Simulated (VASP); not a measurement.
GaN:

```
CELL_PARAMETERS angstrom
5.23038 0.00000 0.00000
-2.61519 4.52964 0.00000
0.00000 0.00000 3.39010
ATOMIC_POSITIONS crystal
Ga 0.00000 0.00000 0.50000
N 0.00000 0.00000 0.00000
```

```yaml
Program: VASP 6.6.1
Task: relaxation of cell and atoms
Functional: PBE0
Potentials_or_basis: VASP PAW PBE potentials, release 64 (Ga_d, N)
Cutoff: 600 eV
k_mesh: 3 × 3 × 4
Occupations: fermi-dirac, width 0.05 eV
Spin: no spin polarisation
```

At the start: pressure -1.3 GPa; volume 40.16 Å³/atom.

Problem. Where does the relaxation end?

Solution. Over 4 steps the energy falls by 4.7 meV/atom and the volume is 39.79 Å³/atom (-0.9 %); space group P6/mmm (No. 191, to 0.05 Å).

Step by step:
| step | energy change (eV) | largest force (eV/Å) | pressure (GPa) | volume (Å³) |
| --- | --- | --- | --- | --- |
| 1 | 0.0000 | 0.0000 | -1.35 | 80.32 |
| 2 | 0.1934 | 0.0000 | 7.23 | 76.40 |
| 3 | -0.0093 | 0.0000 | -0.12 | 79.62 |
| 4 | -0.0093 | 0.0000 | -0.01 | 79.59 |

Final structure:
```
Ga N
1.0
     5.23028    0.00000    0.00000
    -2.61514    4.52955    0.00000
     0.00000    0.00000    3.35934
Ga N
1 1
Direct
  0.00000 0.00000 0.50000
  0.00000 0.00000 0.00000
```

Caveat: the k points lie up to 0.47 Å⁻¹ apart in the final cell; the PAW data sets were made with another functional, which shifts forces and pressure a little.
